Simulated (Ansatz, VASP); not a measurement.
# Cd: VASP beside Ansatz

```xyz
4
Lattice="2.9613 0.0000 0.0000 -1.4806 2.5646 0.0000 0.0000 0.0000 11.6546" Properties=species:S:1:pos:R:3 pbc="T T T"
Cd    0.0000    0.0000    0.0000
Cd    0.0000    1.7097    2.9137
Cd    0.0000    0.0000    5.8273
Cd    1.4806    0.8549    8.7410
```

Alike in both runs: functional r2SCAN; k mesh 18 × 18 × 4; occupations gaussian, width 0.1 eV; no spin polarisation.

Ansatz relaxed the structure, and its values are those at the end. VASP's run is a single point on that final structure, the one shown.

|  | VASP | Ansatz |
| --- | --- | --- |
| version | VASP 6.6.1 | Ansatz 0.2.0 |
| potentials or method | VASP PAW PBE potentials, release 64 (Cd), cutoff 520 eV | scalar-relativistic, plane waves, PAW |
| valence electrons in the cell | 48 | 80 |

```csv
,VASP,Ansatz,Ansatz less VASP
gap on the k mesh at the Fermi level (eV),none,none,-
pressure (GPa),0.3,-0.1,-0.35
```

VASP's potentials were made for PBE, not for r2SCAN. A gap of «none» marks a metal or a gap that the smearing closes. VASP's potentials hold 48 valence electrons a cell and Ansatz's 80, so a difference there can come from the potentials and not from the codes.
